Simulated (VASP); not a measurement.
Write the native input for VASP 6.6.1 that does the following.

* Task: single point
* Functional: LDA
* Potentials or basis: VASP PAW LDA potentials, release 64 (C)
* Cutoff: 520 eV
* k mesh: 6 × 6 × 6
* Occupations: gaussian, width 0.05 eV
* Spin: no spin polarisation
* Dipole correction: no
* Further INCAR settings: LREAL = Auto; ALGO = Normal; EDIFF = 1e-06; NBANDS = 46

The structure of C lies in POSCAR:

```
C
1.0
   -4.2690956840     -0.2326006905      0.0842756108
    0.0995974724     -0.0521712026     -5.2913393860
    1.8451166076     -4.0448468128      2.5580520238
C
16
Direct
    0.0556587952      0.8069903656      0.5861150955
    0.0689336606      0.3541659034      0.6796766446
    0.9199559988      0.1685703288      0.3127908429
    0.9595883077      0.7535219989      0.2892037048
    0.5830815038      0.8440932797      0.5742693285
    0.6124659688      0.2349441519      0.6367857498
    0.3285656575      0.7521442423      0.4116935520
    0.2961066561      0.2473655317      0.3837172605
    0.7774660119      0.1843277292      0.1244079620
    0.8920638702      0.9547313748      0.2744540469
    0.2707040478      0.1858303199      0.8828864547
    0.2352393555      0.6622953360      0.9538943376
    0.3470546936      0.2104468900      0.1044205062
    0.3754165531      0.8562834881      0.1555612606
    0.6762405775      0.1214194131      0.8411704248
    0.6014583419      0.6628696465      0.7889528286
```

This cell differs from its parent crystal: atoms moved at random and the cell strained at random.

The input as run:

INCAR

```
SYSTEM = C
PREC = Accurate
ENCUT = 520
EDIFF = 1E-6
ISMEAR = 0
SIGMA = 0.05
LREAL = Auto
LASPH = .True.
NELM = 60
ALGO = Normal
ISIF = 2
LWAVE = .False.
LCHARG = .False.
GGA = CA
NBANDS = 46
```

KPOINTS

```
Automatic mesh
0
Gamma
  6 6 6
  0 0 0
```

Potentials or basis: VASP PAW LDA potentials, release 64 (C).

Launch:

```sh
$ cat potpaw_LDA.64/C/POTCAR > POTCAR
$ mpirun -np 1 vasp_std > vasp.out
```

It gave:

```yaml
Pressure: 183.1 GPa
Largest_force: 45.729 eV/Å
Band_gap_on_the_k_mesh: zero (bands 32 and 33 overlap by 0.69 eV)
```

Caveat: the cell differs from its parent crystal (atoms moved at random and the cell strained at random); atoms lie so close that the PAW spheres overlap strongly, which falsifies energies and pressures; the stress differs along the axes, from 93 to 257 GPa; forces of over 1 eV/Å act on the atoms, so gaps and moduli don't describe the material at rest.

Wall time 5.6 min on 1 thread of Intel(R) Xeon(R) 6975P-C (Granite Rapids) (shared host), peak memory 0.38 GiB.
